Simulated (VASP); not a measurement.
# Ag (Im-3m) in VASP: a series of runs

Ag is run at these levels: LDA, PBE; tasks: single point.

Everything below comes from runs of VASP 6.6.1. Logs are shortened: lines on timing, memory, paths and dates and some standing lists are left out, and cuts for length are marked.

## (1) The cell of the first run

It takes space group Im-3m (No. 229, cubic). Conventional cell: a = 3.311 Å, b = 3.311 Å, c = 3.311 Å, α = 90.00°, β = 90.00°, γ = 90.00°. Within 3.8 Å of Ag (site symmetry m-3m) lie 14 Ag at 2.87 to 3.31 Å.

## (2) Single point, LDA

File INCAR:

```
ALGO = Fast
EDIFF = 1E-6
ENCUT = 520
GGA = CA
ISIF = 2
ISMEAR = 0
LASPH = True
LCHARG = False
LREAL = False
LWAVE = False
NBANDS = 12
NELM = 60
PREC = Accurate
SIGMA = 0.01
```

File KPOINTS:

```
k-points
0
Gamma
  9 9 9
```

File POSCAR:

```
Ag
1.0
   -1.6556540000      1.6556540000      1.6556540000
    1.6556540000     -1.6556540000      1.6556540000
    1.6556540000      1.6556540000     -1.6556540000
Ag
1
Direct
    0.0000000000      0.0000000000      0.0000000000
```

Potentials or basis: VASP PAW LDA potentials, release 64 (Ag).

Run with:

```
$ cat potpaw_LDA.64/Ag/POTCAR > POTCAR
$ mpirun -np 1 vasp_std > vasp.out
```

OUTCAR:

```text
EDIFF = 1E-6
   ENCUT = 520
   GGA = CA
   ISIF = 2
   ISMEAR = 0
   LASPH = True
   LREAL = False
   NELM = 60
   PREC = Accurate

 ion  position               nearest neighbor table
   1  0.000  0.000  0.000-

  LATTYP: Found a body centered cubic cell.
 ALAT       =     3.3113080000

  Lattice vectors:

 A1 = (  -1.6556540000,   1.6556540000,   1.6556540000)
 A2 = (   1.6556540000,  -1.6556540000,   1.6556540000)
 A3 = (   1.6556540000,   1.6556540000,  -1.6556540000)

Analysis of symmetry for initial positions (statically):
=====================================================================
 Subroutine PRICEL returns:
 Original cell was already a primitive cell.

 Routine SETGRP: Setting up the symmetry group for a
 body centered cubic supercell.

 Subroutine GETGRP returns: Found 48 space group operations
[... 9 lines left out ...]

 Routine SETGRP: Setting up the symmetry group for a
 body centered cubic supercell.

 Subroutine GETGRP returns: Found 48 space group operations
[... 11 lines left out ...]
                                     Primitive cell

  volume of cell :      18.1538

  direct lattice vectors                    reciprocal lattice vectors
    -1.655654000  1.655654000  1.655654000     0.000000000  0.301995465  0.301995465
     1.655654000 -1.655654000  1.655654000     0.301995465  0.000000000  0.301995465
     1.655654000  1.655654000 -1.655654000     0.301995465  0.301995465  0.000000000

  length of vectors
     2.867676848  2.867676848  2.867676848     0.427086083  0.427086083  0.427086083

  position of ions in fractional coordinates (direct lattice)
     0.000000000  0.000000000  0.000000000

  ion indices of the primitive-cell ions
   primitive index   ion index
                 1           1

----------------------------------------------------------------------------------------

 KPOINTS: k-points

Automatic generation of k-mesh.
 Grid dimensions read from file:
 generate k-points for:    9    9    9

 Generating k-lattice:

  Cartesian coordinates                     Fractional coordinates (reciprocal lattice)
     0.000000000  0.033555052  0.033555052     0.111111111  0.000000000  0.000000000
     0.033555052  0.000000000  0.033555052     0.000000000  0.111111111  0.000000000
     0.033555052  0.033555052  0.000000000     0.000000000  0.000000000  0.111111111

  Length of vectors
     0.047454009  0.047454009  0.047454009

  Shift w.r.t. Gamma in fractional coordinates (k-lattice)
     0.000000000  0.000000000  0.000000000

 Subroutine IBZKPT returns following result:
 ===========================================

 Found     35 irreducible k-points:

 Following reciprocal coordinates:
            Coordinates               Weight
  0.000000  0.000000  0.000000      1.000000
  0.111111  0.000000  0.000000     12.000000
  0.222222  0.000000  0.000000     12.000000
  0.333333  0.000000  0.000000     12.000000
  0.444444  0.000000  0.000000     12.000000
  0.111111  0.111111  0.000000     24.000000
[... 16 lines left out ...]
 -0.333333  0.444444  0.111111     48.000000
 -0.444444 -0.444444  0.111111     24.000000
 [... further k-points ...]
   k-points           NKPTS =     35   k-points in BZ     NKDIM =     35   number of bands    NBANDS=     12
   number of dos      NEDOS =    301   number of ions     NIONS =      1
   total plane-waves  NPLWV =  13824
   dimension x,y,z NGX =    24 NGY =   24 NGZ =   24
   dimension x,y,z NGXF=    48 NGYF=   48 NGZF=   48
   ions per type =               1
   NGX,Y,Z   is equivalent  to a cutoff of  13.91, 13.91, 13.91 a.u.
   NGXF,Y,Z  is equivalent  to a cutoff of  27.83, 27.83, 27.83 a.u.
 SYSTEM =  unknown system
   PREC   = accura    normal or accurate (medium, high low for compatibility)
   ISTART =      0    job   : 0-new  1-cont  2-samecut
   ICHARG =      2    charge: 1-file 2-atom 10-const
   ISPIN  =      1    spin polarized calculation?
   LNONCOLLINEAR =      F non collinear calculations
   LSORBIT =      F    spin-orbit coupling
   LASPH  =      T    aspherical Exc in radial PAW
   ENCUT  =  520.0 eV  38.22 Ry    6.18 a.u.   5.33  5.33  5.33*2*pi/ulx,y,z
   NELM   =     60;   NELMIN=  2; NELMDL= -5     # of ELM steps
   EDIFF  = 0.1E-05   stopping-criterion for ELM
   LREAL  =      F    real-space projection
   EDIFFG = 0.1E-04   stopping-criterion for IOM
   NSW    =      0    number of steps for IOM
   IBRION =     -1    ionic relax: 0-MD 1-quasi-New 2-CG
   NFREE  =      0    steps in history (QN), initial steepest desc. (CG)
   ISIF   =      2    stress and relaxation
   ISYM   =      2    0-nonsym 1-usesym 2-fastsym
   POTIM  = 0.5000    time-step for ionic-motion
   TEBEG  =    0.0;   TEEND  =   0.0 temperature during run
   PSTRESS=    0.0 pullay stress
   NELECT =      11.0000    total number of electrons
   NUPDOWN=      -1.0000    fix difference up-down
   EMIN   =  10.00;   EMAX   =-10.00  energy-range for DOS
   EFERMI =   0.00;   METHOD = LEGACY
   ISMEAR =     0;   SIGMA  =   0.01  broadening in eV -4-tet -1-fermi 0-gaus
   EFERMI_NEDOS =   21; number of points for ismear=-14 and -15
   IALGO  =     68    algorithm
   IMIX   =      4    mixing-type and parameters
     AMIX     =   0.40;   BMIX     =  1.00
     AMIX_MAG =   1.60;   BMIX_MAG =  1.00
  volume/ion in A,a.u.               =      18.15       122.51
  Fermi-wavevector in a.u.,A,eV,Ry     =   1.385318  2.617871 26.111022  1.919106
  Thomas-Fermi vector in A             =   2.509739
   LORBIT       =      0    0 simple, 1 ext, 2 COOP (PROOUT), +10 PAW based schemes
   GGA     = CA    functional components
   LHFCALC =     F    Hartree Fock is set to
   AEXX    =    0.0000 exact exchange contribution
   IVDW    =     0    specifies the selected vdW correction
   LEPSILON=     F    determine dielectric tensor
   LRPA    =     F    only Hartree local field effects (RPA)
 non-spin polarized calculation
 RMM-DIIS sequential band-by-band and
 Gauss-broadening in eV      SIGMA  =   0.01
  energy-cutoff  :      520.00
  volume of cell :       18.15
 maximum number of plane-waves:       498
 NGX is ok and might be reduce to    24
   NGX = 11   NGY = 11   NGZ = 11

 number of electron      11.0000001 magnetization

 Free energy of the ion-electron system (eV)
  ---------------------------------------------------
  ext. energy  EPLUGINS =         0.00000000
  ---------------------------------------------------
  free energy    TOTEN  =        -3.67027019 eV

  energy without entropy =       -3.66992757  energy(sigma->0) =       -3.67009888

 E-fermi :   7.2006     XC(G=0): -12.2178

 val. band max:        7.1977372706   @ k =  -0.3333   0.4444   0.1111
 cond. band min:       7.4844055387   @ k =  -0.4444   0.4444   0.1111
 fundamental gap:      0.2866682681
 Fermi energy:         7.2005816081

 k-point     1 :       0.0000    0.0000    0.0000
  band No.  band energies     occupation
      1      -0.0748      2.00000
      2       2.6342      2.00000
      3       2.6342      2.00000
      4       2.6342      2.00000
      5       3.8642      2.00000
      6       3.8642      2.00000
      7      25.0388      0.00000
      8      25.0388      0.00000
      9      25.0388      0.00000
     10      30.2126      0.00000
     11      30.2126      0.00000
     12      30.2132      0.00000

 k-point     2 :       0.1111    0.0000    0.0000
  band No.  band energies     occupation
      1       0.3049      2.00000
      2       2.5459      2.00000
      3       2.6519      2.00000
      4       2.8457      2.00000
      5       3.7766      2.00000
      6       3.8708      2.00000
      7      23.7845      0.00000
      8      24.7533      0.00000
      9      25.2603      0.00000
     10      27.9065      0.00000
     11      28.2520      0.00000
     12      28.2699      0.00000

 k-point     3 :       0.2222    0.0000    0.0000
  band No.  band energies     occupation
      1       1.1763      2.00000
      2       2.3292      2.00000
      3       2.8768      2.00000
      4       3.4188      2.00000
      5       3.6755      2.00000
      6       3.8943      2.00000
      7      19.9221      0.00000
      8      23.1476      0.00000
      9      25.3043      0.00000
     10      25.7730      0.00000
     11      27.1205      0.00000
     12      28.8122      0.00000

 k-point     4 :       0.3333    0.0000    0.0000
  band No.  band energies     occupation
      1       1.4426      2.00000
      2       2.0935      2.00000
      3       3.7147      2.00000
      4       3.9329      2.00000
      5       4.1529      2.00000
      6       4.3381      2.00000
      7      15.5651      0.00000
      8      21.4529      0.00000
      9      22.7689      0.00000
     10      26.2698      0.00000
     11      27.2657      0.00000
     12      31.1496      0.00000

 k-point     5 :       0.4444    0.0000    0.0000
  band No.  band energies     occupation
      1       1.3072      2.00000
      2       1.9453      2.00000
      3       3.7924      2.00000
      4       3.9653      2.00000
      5       4.6959      2.00000
      6       6.6957      2.00000
      7      11.8751      0.00000
      8      20.5066      0.00000
      9      21.2812      0.00000
     10      26.5459      0.00000
     11      27.5728      0.00000
     12      31.4020      0.00000
[... 228 lines left out ...]
      1       1.9631      2.00000
      2       2.5108      2.00000
      3       2.8414      2.00000
      4       3.2967      2.00000
      5       3.8955      2.00000
      6       5.0705      2.00000
      7      18.2329      0.00000
      8      18.7707      0.00000
      9      23.6545      0.00000
     10      23.9415      0.00000
     11      28.2421      0.00000
     12      31.2546      0.00000

 k-point    22 :      -0.4444    0.4444    0.1111
  band No.  band energies     occupation
      1       1.5163      2.00000
      2       2.1826      2.00000
      3       3.3539      2.00000
      4       3.6605      2.00000
      5       4.6675      2.00000
      6       7.4844      0.00000
      7      12.0757      0.00000
      8      19.9764      0.00000
      9      20.3976      0.00000
     10      28.0147      0.00000
     11      28.1527      0.00000
     12      29.1563      0.00000

 k-point    23 :      -0.3333    0.4444    0.1111
  band No.  band energies     occupation
      1       1.8870      2.00000
      2       2.3687      2.00000
      3       2.9070      2.00000
      4       3.5547      2.00000
      5       4.3050      2.00000
      6       7.1977      1.31250
      7      14.2920      0.00000
      8      17.2585      0.00000
      9      22.4248      0.00000
     10      25.3932      0.00000
     11      28.1755      0.00000
     12      32.2395      0.00000

 k-point    24 :      -0.4444   -0.4444    0.1111
  band No.  band energies     occupation
      1       1.7683      2.00000
      2       2.3656      2.00000
      3       2.9045      2.00000
      4       3.6303      2.00000
      5       4.5447      2.00000
      6       9.4748      0.00000
      7      11.3680      0.00000
      8      16.7345      0.00000
      9      21.9648      0.00000
     10      26.9631      0.00000
     11      27.3456      0.00000
     12      31.3636      0.00000

 [... further k-points ...]
[... 5 lines left out ...]
  --------------------------------------------------------------------------------------
  -------------------------------------------------------------------------------------
  Total       -1.2700861     -1.2700861     -1.2700861      0.0000000      0.0000000      0.0000000
  in kB     -112.0921010   -112.0921010   -112.0921010      0.0000000      0.0000000      0.0000000
  external PRESSURE =    -112.0921010 kB  Pullay stress =       0.0000000 kB

 VOLUME and BASIS-vectors are now :
 -----------------------------------------------------------------------------
  energy-cutoff  :      520.00
  volume of cell :       18.15
      direct lattice vectors                 reciprocal lattice vectors
    -1.655654000  1.655654000  1.655654000     0.000000000  0.301995465  0.301995465
     1.655654000 -1.655654000  1.655654000     0.301995465  0.000000000  0.301995465
     1.655654000  1.655654000 -1.655654000     0.301995465  0.301995465  0.000000000

 POSITION                                       TOTAL-FORCE (eV/Angst)
 -----------------------------------------------------------------------------------
      0.00000      0.00000      0.00000         0.000000     -0.000000      0.000000
 -----------------------------------------------------------------------------------
    total drift:                                0.000000      0.000000      0.000000

  FREE ENERGIE OF THE ION-ELECTRON SYSTEM (eV)
  ---------------------------------------------------
  free  energy   TOTEN  =        -3.6702701861 eV

  energy  without entropy=       -3.6699275736  energy(sigma->0) =       -3.67009888
```

Wall time 8.4 s (1 thread of AMD EPYC 7R43 (Zen 3), shared host); peak memory 0.1 GiB.

What came out:

```yaml
Free_energy: -3.6703 eV
Pressure: -11.2 GPa
```

## (3) Single point, LDA

File INCAR:

```
PREC = Accurate
ENCUT = 520
EDIFF = 1E-6
ISMEAR = 0
SIGMA = 0.005
LREAL = False
LASPH = True
NELM = 80
ALGO = Normal
ISIF = 2
LWAVE = False
LCHARG = False
NBANDS = 12
```

File KPOINTS:

```
Automatic mesh
0
Gamma
  9 9 9
```

POSCAR is that of step 2.

Potentials or basis: VASP PAW LDA potentials, release 64 (Ag).

Run with:

```
$ cat potpaw_LDA.64/Ag/POTCAR > POTCAR
$ mpirun -np 1 vasp_std > vasp.out
```

Wall time 6.7 s (1 thread of AMD EPYC 7R43 (Zen 3), shared host); peak memory 0.09 GiB.

Results (log left out):

| Quantity | Value |
| --- | --- |
| Free energy | -3.6701 eV |
| Pressure | -11.3 GPa |

Levels at points of the mesh, in eV from the Fermi level:
```
           k point  band 3  band 4  band 5  band 6  band 7  band 8  band 9  band 10
(0.00, 0.00, 0.00)   -4.56   -4.56   -3.33   -3.33   17.84   17.84   17.84    23.01
```

## (4) Single point, PBE

File INCAR:

```
  PREC = Accurate
  ENCUT = 520
  EDIFF = 1E-7
  ISMEAR = -1
  SIGMA = 0.1
  LREAL = False
  LASPH = True
  NELM = 60
  ALGO = Fast
  ISIF = 2
  LWAVE = False
  LCHARG = False
  GGA = PE
  NBANDS = 12
```

File KPOINTS:

```
Automatic mesh
0
Gamma
  10 10 10
```

POSCAR is that of step 3.

Potentials or basis: VASP PAW PBE potentials, release 64 (Ag).

Run with:

```
$ cat potpaw_PBE.64/Ag/POTCAR > POTCAR
$ mpirun -np 1 vasp_std > vasp.out
```

Run time: 14 s. Hardware: 1 thread of AMD EPYC 7R43 (Zen 3), shared host; peak memory 0.1 GiB.

It converged, with:

```yaml
Free_energy: -2.6684 eV
Pressure: -0.6 GPa
```

Levels at points of the mesh, in eV from the Fermi level:
```csv
k point,band 2,band 3,band 4,band 5,band 6,band 7,band 8,band 9,band 10,band 11
"(0.00, 0.00, 0.00)",-4.78,-4.78,-4.78,-3.58,-3.58,17.67,17.67,17.67,23.03,23.03
"(0.50, 0.00, 0.00)",-5.48,-3.63,-3.47,-2.67,0.00,3.72,13.04,13.86,19.16,20.24
"(0.50, 0.50, 0.50)",-6.06,-2.89,-2.89,-2.89,6.65,6.65,6.65,11.89,12.90,12.90
```

## (5) Summary

| level | potentials or basis | k mesh | smearing | gap on the mesh (eV) | pressure (GPa) |
| --- | --- | --- | --- | --- | --- |
| LDA | VASP PAW LDA potentials, release 64 (Ag) | 9 × 9 × 9 | gaussian 0.01 eV | none | -11.2 |
| LDA | VASP PAW LDA potentials, release 64 (Ag) | 9 × 9 × 9 | gaussian 0.005 eV | none | -11.3 |
| PBE | VASP PAW PBE potentials, release 64 (Ag) | 10 × 10 × 10 | fermi-dirac 0.1 eV | none | -0.6 |

Alike in all rows: task single point; no spin polarisation; cell as given; cutoff (eV) 520.

Total energies depend on the potentials used, so only differences within one code and one set of settings carry meaning.
